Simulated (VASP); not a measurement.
# InP (F-43m) in VASP: further runs

InP is run at these levels: PBE, PBEsol; tasks: density of states, vibrations by perturbation theory, elastic constants.

Program: VASP 6.6.1. These are calculated values, not measurements. Logs are shortened: lines on timing, memory, paths and dates and some standing lists are left out, and cuts for length are marked.

**1. The cell of the first run**

It takes space group F-43m (No. 216, cubic). The conventional cell has a = 5.960 Å, b = 5.960 Å, c = 5.960 Å, α = 90.00°, β = 90.00°, γ = 90.00°. In (site symmetry -43m) has 4 P at 2.58 Å within 3.4 Å. Within 3.4 Å of P (site symmetry -43m) lie 4 In at 2.58 Å.

**2. Density of states, PBE**

File POSCAR:

```
InP
1.0
    0.0000000000      2.9800342118      2.9800342118
    2.9800342118      0.0000000000      2.9800342118
    2.9800342118      2.9800342118      0.0000000000
In P
1 1
Direct
    0.0000000000      0.0000000000      0.0000000000
    0.2500000000      0.2500000000      0.2500000000
```

File INCAR.step1:

```
PREC = Accurate
ENCUT = 520
EDIFF = 1E-6
ISMEAR = 0
SIGMA = 0.02
LREAL = False
LASPH = True
NELM = 100
ALGO = Normal
ISIF = 2
LWAVE = False
LCHARG = True
GGA = PE
NBANDS = 16
```

File KPOINTS.step1:

```
regular mesh
0
Gamma
  10 10 10
```

File INCAR.step2:

```
PREC = Accurate
ENCUT = 520
EDIFF = 1E-6
ISMEAR = -5
SIGMA = 0.02
LREAL = False
LASPH = True
NELM = 100
ALGO = Normal
ISIF = 2
LWAVE = False
LCHARG = False
GGA = PE
LORBIT = 11
NEDOS = 1001
ICHARG = 11
```

File KPOINTS.step2:

```
regular mesh
0
Gamma
  15 15 15
```

Potentials or basis: VASP PAW PBE potentials, release 64 (In_d, P).

Started as:

```bash
> cat potpaw_PBE.64/In_d/POTCAR potpaw_PBE.64/P/POTCAR > POTCAR
> cp INCAR.step1 INCAR
> cp KPOINTS.step1 KPOINTS
> mpirun -np 1 vasp_std > vasp.out
> cp INCAR.step2 INCAR
> cp KPOINTS.step2 KPOINTS
> mpirun -np 1 vasp_std > vasp.out
```

OUTCAR:

```text
PREC = Accurate
   ENCUT = 520
   EDIFF = 1E-6
   ISMEAR = -5
   LREAL = False
   LASPH = True
   NELM = 100
   ISIF = 2
   GGA = PE
   LORBIT = 11
   ICHARG = 11

 ion  position               nearest neighbor table
   1  0.000  0.000  0.000-   2 2.58   2 2.58   2 2.58   2 2.58
   2  0.250  0.250  0.250-   1 2.58   1 2.58   1 2.58   1 2.58

  LATTYP: Found a face centered cubic cell.
 ALAT       =     5.9600684236

  Lattice vectors:

 A1 = (   0.0000000000,   2.9800342118,   2.9800342118)
 A2 = (   2.9800342118,   0.0000000000,   2.9800342118)
 A3 = (   2.9800342118,   2.9800342118,   0.0000000000)

Analysis of symmetry for initial positions (statically):
=====================================================================
 Subroutine PRICEL returns:
 Original cell was already a primitive cell.

 Routine SETGRP: Setting up the symmetry group for a
 face centered cubic supercell.

 Subroutine GETGRP returns: Found 24 space group operations
 (whereof 24 operations were pure point group operations)
 out of a pool of 48 trial point group operations.

The static configuration has the point symmetry T_d .

Analysis of symmetry for dynamics (positions and initial velocities):
=====================================================================
 Subroutine PRICEL returns:
 Original cell was already a primitive cell.

 Routine SETGRP: Setting up the symmetry group for a
 face centered cubic supercell.

 Subroutine GETGRP returns: Found 24 space group operations
 (whereof 24 operations were pure point group operations)
 out of a pool of 48 trial point group operations.

The dynamic configuration has the point symmetry T_d .

 Subroutine INISYM returns: Found 24 space group operations
 (whereof 24 operations are pure point group operations),
 and found     1 'primitive' translations

----------------------------------------------------------------------------------------

                                     Primitive cell

  volume of cell :      52.9290

  direct lattice vectors                    reciprocal lattice vectors
     0.000000000  2.980034212  2.980034212    -0.167783309  0.167783309  0.167783309
     2.980034212  0.000000000  2.980034212     0.167783309 -0.167783309  0.167783309
     2.980034212  2.980034212  0.000000000     0.167783309  0.167783309 -0.167783309

  length of vectors
     4.214404799  4.214404799  4.214404799     0.290609215  0.290609215  0.290609215

  position of ions in fractional coordinates (direct lattice)
     0.000000000  0.000000000  0.000000000
     0.250000000  0.250000000  0.250000000

  ion indices of the primitive-cell ions
   primitive index   ion index
                 1           1
                 2           2

----------------------------------------------------------------------------------------

 KPOINTS: regular mesh

Automatic generation of k-mesh.
 Grid dimensions read from file:
 generate k-points for:   15   15   15

 Generating k-lattice:

  Cartesian coordinates                     Fractional coordinates (reciprocal lattice)
    -0.011185554  0.011185554  0.011185554     0.066666667  0.000000000  0.000000000
     0.011185554 -0.011185554  0.011185554     0.000000000  0.066666667  0.000000000
     0.011185554  0.011185554 -0.011185554     0.000000000  0.000000000  0.066666667

  Length of vectors
     0.019373948  0.019373948  0.019373948

  Shift w.r.t. Gamma in fractional coordinates (k-lattice)
     0.000000000  0.000000000  0.000000000

 TETIRR: Found    484 inequivalent tetrahedra from    20250

 Subroutine IBZKPT returns following result:
 ===========================================

 Found    120 irreducible k-points:

 Following reciprocal coordinates:
            Coordinates               Weight
  0.000000  0.000000  0.000000      1.000000
  0.066667  0.000000  0.000000      8.000000
  0.133333  0.000000  0.000000      8.000000
  0.200000  0.000000  0.000000      8.000000
  0.266667  0.000000  0.000000      8.000000
  0.333333  0.000000  0.000000      8.000000
[... 16 lines left out ...]
  0.133333  0.133333  0.000000      6.000000
  0.200000  0.133333  0.000000     24.000000
 [... further k-points ...]
   k-points           NKPTS =    120   k-points in BZ     NKDIM =    120   number of bands    NBANDS=     13
   number of dos      NEDOS =   1001   number of ions     NIONS =      2
   total plane-waves  NPLWV =  32768
   dimension x,y,z NGX =    32 NGY =   32 NGZ =   32
   dimension x,y,z NGXF=    64 NGYF=   64 NGZF=   64
   ions per type =               1   1
   NGX,Y,Z   is equivalent  to a cutoff of  12.62, 12.62, 12.62 a.u.
   NGXF,Y,Z  is equivalent  to a cutoff of  25.25, 25.25, 25.25 a.u.
 SYSTEM =  unknown system
   PREC   = accura    normal or accurate (medium, high low for compatibility)
   ISTART =      0    job   : 0-new  1-cont  2-samecut
   ICHARG =     11    charge: 1-file 2-atom 10-const
   ISPIN  =      1    spin polarized calculation?
   LNONCOLLINEAR =      F non collinear calculations
   LSORBIT =      F    spin-orbit coupling
   LASPH  =      T    aspherical Exc in radial PAW
   ENCUT  =  520.0 eV  38.22 Ry    6.18 a.u.   7.84  7.84  7.84*2*pi/ulx,y,z
   NELM   =    100;   NELMIN=  2; NELMDL=  0     # of ELM steps
   EDIFF  = 0.1E-05   stopping-criterion for ELM
   LREAL  =      F    real-space projection
   EDIFFG = 0.1E-04   stopping-criterion for IOM
   NSW    =      0    number of steps for IOM
   IBRION =     -1    ionic relax: 0-MD 1-quasi-New 2-CG
   NFREE  =      0    steps in history (QN), initial steepest desc. (CG)
   ISIF   =      2    stress and relaxation
   ISYM   =      2    0-nonsym 1-usesym 2-fastsym
   POTIM  = 0.5000    time-step for ionic-motion
   TEBEG  =    0.0;   TEEND  =   0.0 temperature during run
   PSTRESS=    0.0 pullay stress
   NELECT =      18.0000    total number of electrons
   NUPDOWN=      -1.0000    fix difference up-down
   EMIN   =  10.00;   EMAX   =-10.00  energy-range for DOS
   EFERMI =   0.00;   METHOD = LEGACY
   ISMEAR =    -5;   SIGMA  =   0.02  broadening in eV -4-tet -1-fermi 0-gaus
   EFERMI_NEDOS =   21; number of points for ismear=-14 and -15
   IALGO  =     38    algorithm
   IMIX   =      4    mixing-type and parameters
     AMIX     =   0.40;   BMIX     =  1.00
     AMIX_MAG =   1.60;   BMIX_MAG =  1.00
  volume/ion in A,a.u.               =      26.46       178.59
  Fermi-wavevector in a.u.,A,eV,Ry     =   1.142706  2.159401 17.766167  1.305776
  Thomas-Fermi vector in A             =   2.279403
   LORBIT       =     11    0 simple, 1 ext, 2 COOP (PROOUT), +10 PAW based schemes
   GGA     = PE    functional components
   LHFCALC =     F    Hartree Fock is set to
   AEXX    =    0.0000 exact exchange contribution
   IVDW    =     0    specifies the selected vdW correction
   LEPSILON=     F    determine dielectric tensor
   LRPA    =     F    only Hartree local field effects (RPA)
 non-spin polarized calculation
 Fermi weights with tetrahedron method with Bloechl corrections
  energy-cutoff  :      520.00
  volume of cell :       52.93
 maximum number of plane-waves:      1440

 number of electron      18.0000005 magnetization

 Free energy of the ion-electron system (eV)
  ---------------------------------------------------
  ext. energy  EPLUGINS =         0.00000000
  ---------------------------------------------------
  free energy    TOTEN  =        -8.40886282 eV

  energy without entropy =       -8.40886282  energy(sigma->0) =       -8.40886282

 E-fermi :   4.6609     XC(G=0):  -9.0620

 val. band max:        4.6532259496   @ k =   0.0000   0.0000   0.0000
 cond. band min:       5.0911672314   @ k =   0.0000   0.0000   0.0000
 fundamental gap:      0.4379412818
 Fermi energy:         4.6608530190

 k-point     1 :       0.0000    0.0000    0.0000
  band No.  band energies     occupation
      1      -9.4413      2.00000
      2      -9.4413      2.00000
      3      -9.4413      2.00000
      4      -9.3111      2.00000
      5      -9.3111      2.00000
      6      -6.5313      2.00000
      7       4.6532      2.00000
      8       4.6532      2.00000
      9       4.6532      2.00000
     10       5.0912      0.00000
     11       8.7434      0.00000
     12       8.7434      0.00000
     13       8.7434      0.00000

 k-point     2 :       0.0667    0.0000    0.0000
  band No.  band energies     occupation
      1      -9.4458      2.00000
      2      -9.4394      2.00000
      3      -9.4394      2.00000
      4      -9.3111      2.00000
      5      -9.3111      2.00000
      6      -6.4840      2.00000
      7       3.9375      2.00000
      8       4.6006      2.00000
      9       4.6006      2.00000
     10       5.6640      0.00000
     11       8.7471      0.00000
     12       8.8252      0.00000
     13       8.8252      0.00000

 k-point     3 :       0.1333    0.0000    0.0000
  band No.  band energies     occupation
      1      -9.4583      2.00000
      2      -9.4342      2.00000
      3      -9.4342      2.00000
      4      -9.3109      2.00000
      5      -9.3109      2.00000
      6      -6.3447      2.00000
      7       2.9806      2.00000
      8       4.4621      2.00000
      9       4.4621      2.00000
     10       6.1529      0.00000
     11       8.8886      0.00000
     12       9.0335      0.00000
     13       9.0335      0.00000
[... 305 lines left out ...]
 k-point    23 :       0.1333    0.1333    0.0000
  band No.  band energies     occupation
      1      -9.4714      2.00000
      2      -9.4273      2.00000
      3      -9.4273      2.00000
      4      -9.3167      2.00000
      5      -9.3062      2.00000
      6      -6.2829      2.00000
      7       2.9488      2.00000
      8       4.1276      2.00000
      9       4.1276      2.00000
     10       6.7210      0.00000
     11       8.0628      0.00000
     12       9.5101      0.00000
     13       9.5101      0.00000

 k-point    24 :       0.2000    0.1333    0.0000
  band No.  band energies     occupation
      1      -9.4862      2.00000
      2      -9.4208      2.00000
      3      -9.4199      2.00000
      4      -9.3191      2.00000
      5      -9.3039      2.00000
      6      -6.1185      2.00000
      7       2.3190      2.00000
      8       3.9108      2.00000
      9       3.9284      2.00000
     10       7.0504      0.00000
     11       7.9571      0.00000
     12       9.8352      0.00000
     13       9.8487      0.00000

 [... further k-points ...]
[... 5 lines left out ...]
  --------------------------------------------------------------------------------------
  -------------------------------------------------------------------------------------
  Total       -0.0073522     -0.0073522     -0.0073522      0.0000000      0.0000000     -0.0000000
  in kB       -0.2225528     -0.2225528     -0.2225528      0.0000000      0.0000000     -0.0000000
  external PRESSURE =      -0.2225528 kB  Pullay stress =       0.0000000 kB

 VOLUME and BASIS-vectors are now :
 -----------------------------------------------------------------------------
  energy-cutoff  :      520.00
  volume of cell :       52.93
      direct lattice vectors                 reciprocal lattice vectors
     0.000000000  2.980034212  2.980034212    -0.167783309  0.167783309  0.167783309
     2.980034212  0.000000000  2.980034212     0.167783309 -0.167783309  0.167783309
     2.980034212  2.980034212  0.000000000     0.167783309  0.167783309 -0.167783309

 POSITION                                       TOTAL-FORCE (eV/Angst)
 -----------------------------------------------------------------------------------
      0.00000      0.00000      0.00000        -0.000000      0.000000      0.000000
      1.49002      1.49002      1.49002         0.000000     -0.000000     -0.000000
 -----------------------------------------------------------------------------------
    total drift:                               -0.000000     -0.000000     -0.000000

  FREE ENERGIE OF THE ION-ELECTRON SYSTEM (eV)
  ---------------------------------------------------
  free  energy   TOTEN  =        -8.4088628198 eV

  energy  without entropy=       -8.4088628198  energy(sigma->0) =       -8.40886282

 total charge

# of ion       s       p       d       tot
------------------------------------------
    1        0.826   0.716   9.893  11.436
    2        1.035   1.467   0.000   2.502
--------------------------------------------------
tot          1.861   2.183   9.893  13.937
```

Run time: 57 s. Hardware: 1 thread of Intel Xeon Platinum 8488C (Sapphire Rapids), shared host; peak memory 0.23 GiB.

What came out:

```
Valence electrons inside the program's atomic spheres : In 11.44; P 2.50
```

Caveat: spin-orbit coupling is left out, which moves the levels of the heavy elements.

**3. Density of states, PBEsol**

POSCAR is that of step 2.

File INCAR.step1:

```
SYSTEM = InP
ALGO = Normal ; EDIFF = 1E-6
ENCUT = 520 ; GGA = PS
ISIF = 2 ; ISMEAR = 0
LASPH = .True. ; LCHARG = .True.
LREAL = .False. ; LWAVE = .False.
NBANDS = 16 ; NELM = 60
PREC = Accurate ; SIGMA = 0.02
```

File KPOINTS.step1:

```
k-points
0
Gamma
  10 10 10
  0 0 0
```

File INCAR.step2:

```
SYSTEM = InP
ALGO = Normal ; EDIFF = 1E-6
ENCUT = 520 ; GGA = PS
ICHARG = 11 ; ISIF = 2
ISMEAR = -5 ; LASPH = .True.
LCHARG = .False. ; LORBIT = 11
LREAL = .False. ; LWAVE = .False.
NEDOS = 2001 ; NELM = 60
PREC = Accurate ; SIGMA = 0.02
```

File KPOINTS.step2:

```
k-points
0
Gamma
  15 15 15
  0 0 0
```

Potentials or basis: VASP PAW PBE potentials, release 64 (In_d, P).

Started as:

```bash
> cat potpaw_PBE.64/In_d/POTCAR potpaw_PBE.64/P/POTCAR > POTCAR
> cp INCAR.step1 INCAR
> cp KPOINTS.step1 KPOINTS
> mpirun -np 1 vasp_std > vasp.out
> cp INCAR.step2 INCAR
> cp KPOINTS.step2 KPOINTS
> mpirun -np 1 vasp_std > vasp.out
```

Run time: 51 s. Hardware: 1 thread of Intel Xeon Platinum 8488C (Sapphire Rapids), shared host; peak memory 0.22 GiB.

The run converged. Its results:

| Quantity | Value |
| --- | --- |
| Valence electrons inside the program's atomic spheres | In 11.45; P 2.48 |

Levels at points of the mesh, in eV from the valence-band top:
```
           k point  band 5  band 6  band 7  band 8  band 9  band 10  band 11  band 12  band 13
(0.00, 0.00, 0.00)  -13.92  -11.21    0.00    0.00    0.00     0.35     4.02     4.02     4.02
```

Caveat: the PAW data sets were made with another functional, which shifts forces and pressure a little; spin-orbit coupling is left out, which moves the levels of the heavy elements.

**4. Density of states, PBE**

File POSCAR:

```
InP
1.0
    0.0000000000      2.9800342063      2.9800342063
    2.9800342063      0.0000000000      2.9800342063
    2.9800342063      2.9800342063      0.0000000000
In P
1 1
Direct
    0.0000000000      0.0000000000      0.0000000000
    0.2500000000      0.2500000000      0.2500000000
```

File INCAR.step1:

```
PREC = Accurate
ENCUT = 520
EDIFF = 1E-6
ISMEAR = 0
SIGMA = 0.02
LREAL = False
LASPH = True
NELM = 100
ALGO = Normal
ISIF = 2
LWAVE = False
LCHARG = True
GGA = PE
NBANDS = 16
```

File KPOINTS.step1:

```
regular mesh
0
Gamma
  10 10 10
```

File INCAR.step2:

```
PREC = Accurate
ENCUT = 520
EDIFF = 1E-6
ISMEAR = -5
SIGMA = 0.02
LREAL = False
LASPH = True
NELM = 100
ALGO = Normal
ISIF = 2
LWAVE = False
LCHARG = False
GGA = PE
LORBIT = 11
NEDOS = 1001
ICHARG = 11
```

File KPOINTS.step2:

```
regular mesh
0
Gamma
  15 15 15
```

Started as:

```bash
> cat potpaw_PBE.64/In_d/POTCAR potpaw_PBE.64/P/POTCAR > POTCAR
> cp INCAR.step1 INCAR
> cp KPOINTS.step1 KPOINTS
> mpirun -np 1 vasp_std > vasp.out
> cp INCAR.step2 INCAR
> cp KPOINTS.step2 KPOINTS
> mpirun -np 1 vasp_std > vasp.out
```

It took 31 s on 1 thread of Intel Xeon 6975P-C (Granite Rapids), shared host; peak memory 0.22 GiB.

It converged, with:

```yaml
Valence_electrons_inside_the_program's_atomic_spheres: In 11.44; P 2.50
```

Levels at points of the mesh, in eV from the valence-band top:
| k point | band 5 | band 6 | band 7 | band 8 | band 9 | band 10 | band 11 | band 12 | band 13 |
| --- | --- | --- | --- | --- | --- | --- | --- | --- | --- |
| (0.00, 0.00, 0.00) | -13.96 | -11.18 | 0.00 | 0.00 | 0.00 | 0.44 | 4.09 | 4.09 | 4.09 |

Caveat: spin-orbit coupling is left out, which moves the levels of the heavy elements.

**5. Density of states, PBE, non-collinear spin, zero start, spin-orbit coupling**

File POSCAR:

```
InP
1.0
    0.0000000000      2.9800342118      2.9800342118
    2.9800342118      0.0000000000      2.9800342118
    2.9800342118      2.9800342118      0.0000000000
In P
1 1
Direct
    0.0000000000      0.0000000000      0.0000000000
    0.2500000000      0.2500000000      0.2500000000
```

File INCAR.step1:

```
SYSTEM = InP
PREC = Accurate ; ENCUT = 520
EDIFF = 1E-6 ; ISMEAR = 0
SIGMA = 0.02 ; LREAL = .False.
LASPH = .True. ; NELM = 150
ALGO = Normal ; ISIF = 2
LWAVE = .False. ; LCHARG = .True.
LNONCOLLINEAR = .True. ; MAGMOM = 0 0 0 0 0 0
LSORBIT = .True. ; GGA_COMPAT = .False.
LORBMOM = .True. ; GGA = PE
NBANDS = 30
```

File KPOINTS.step1:

```
regular mesh
0
Gamma
  10 10 10
  0 0 0
```

File INCAR.step2:

```
SYSTEM = InP
PREC = Accurate ; ENCUT = 520
EDIFF = 1E-6 ; ISMEAR = -5
SIGMA = 0.02 ; LREAL = .False.
LASPH = .True. ; NELM = 150
ALGO = Normal ; ISIF = 2
LWAVE = .False. ; LCHARG = .False.
LNONCOLLINEAR = .True. ; MAGMOM = 0 0 0 0 0 0
LORBIT = 10 ; LSORBIT = .True.
GGA_COMPAT = .False. ; LORBMOM = .True.
GGA = PE ; NEDOS = 2001
ICHARG = 11
```

File KPOINTS.step2:

```
regular mesh
0
Gamma
  15 15 15
  0 0 0
```

Started as:

```bash
> cat potpaw_PBE.64/In_d/POTCAR potpaw_PBE.64/P/POTCAR > POTCAR
> cp INCAR.step1 INCAR
> cp KPOINTS.step1 KPOINTS
> mpirun -np 1 vasp_ncl > vasp.out
> cp INCAR.step2 INCAR
> cp KPOINTS.step2 KPOINTS
> mpirun -np 1 vasp_ncl > vasp.out
```

Run time: 5 min. Hardware: 1 thread of Intel Xeon 6975P-C (Granite Rapids), shared host; peak memory 0.57 GiB.

Results (log left out):

```yaml
Net_moment: 0.00 μB per cell
Valence_electrons_inside_the_program's_atomic_spheres: In 11.44; P 2.50
```

Moments on the atoms (μB; x, y, z):
```
In  0.00 0.00 0.00
P   0.00 0.00 0.00
```

(Continued in part 2 of 2.)
